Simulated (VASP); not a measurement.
A run of VASP 6.6.1:

File INCAR:

```
SYSTEM = Al
PREC = Accurate ; ENCUT = 520
EDIFF = 1E-8 ; ISMEAR = -1
SIGMA = 0.03 ; LREAL = .False.
LASPH = .True. ; NELM = 60
ALGO = Normal ; ISIF = 2
LWAVE = .False. ; LCHARG = .False.
LEFG = .True. ; NBANDS = 8
```

Contents of KPOINTS:

```
Automatic mesh
0
Gamma
  17 17 17
  0 0 0
```

The input POSCAR:

```
Al
1.0
    0.0000000000      2.0239800000      2.0644596000
    2.0239800000      0.0000000000      2.0644596000
    2.0239800000      2.0239800000      0.0000000000
Al
1
Direct
    0.0000000000      0.0000000000      0.0000000000
```

Potentials or basis: VASP PAW LDA potentials, release 64 (Al).

The run is started by

```console
$ cat potpaw_LDA.64/Al/POTCAR > POTCAR
$ mpirun -np 1 vasp_std > vasp.out
```

Hardware: 1 thread of Intel Xeon 8259CL, with other jobs on the host.

Q: Estimate the wall time of this run.

A: It took 72 s on 1 thread of Intel Xeon 8259CL, with other jobs on the host, peak memory 0.16 GiB. Counts: scf iterations 11, k points 405.
